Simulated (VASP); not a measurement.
## C: elastic constants with PBEsol

Crystal: C.

```xyz
2
Lattice="0.0000 1.7504 1.7504 1.7504 0.0000 1.7504 1.7504 1.7504 0.0000" Properties=species:S:1:pos:R:3 pbc="T T T"
C     1.7504    1.7504    1.7504
C     2.6257    2.6257    2.6257
```

| Item | Value |
| --- | --- |
| Program | VASP 6.6.1 |
| Task | elastic constants |
| Functional | PBEsol |
| Potentials or basis | VASP PAW PBE potentials, release 64 (C) |
| Cutoff | 600 eV |
| k mesh | 12 × 12 × 12 |
| Occupations | gaussian, width 0.01 eV |
| Spin | no spin polarisation |
| Dipole correction | no |
| Ions in elastic constants | relaxed |
| Further INCAR settings | ALGO = Normal; EDIFF = 1e-08; IBRION = 6; POTIM = 0.015; NSW = 1; ISIF = 3 |

```
Elastic constants C11, C12, C44 : 1156, 182, 634 GPa
Voigt bulk modulus              : 507 GPa
Highest phonon frequency at Γ   : 1370 cm⁻¹
```

Phonon frequencies in cm⁻¹ (negative: imaginary):
```
              q point           frequencies
(0.000, 0.000, 0.000)  0 0 0 1370 1370 1370
```

Elastic tensor in Voigt notation (GPa, in the Cartesian axes of the cell as first typed):
```
1156  182  182    0    0    0
 182 1156  182    0    0    0
 182  182 1156    0    0    0
   0    0    0  634    0    0
   0    0    0    0  634    0
   0    0    0    0    0  634
```

Clamped-ion elastic tensor (GPa):
```
1156  182  182    0    0    0
 182 1156  182    0    0    0
 182  182 1156    0    0    0
   0    0    0  650    0    0
   0    0    0    0  650    0
   0    0    0    0    0  650
```

It took 2.9 min on 1 thread of Intel(R) Xeon(R) Platinum 8488C (Sapphire Rapids), with other jobs on the host, peak memory 0.19 GiB.

Caveat: the cell is under stress, which shifts elastic constants; the PAW data sets were made with another functional, which shifts forces and pressure a little.
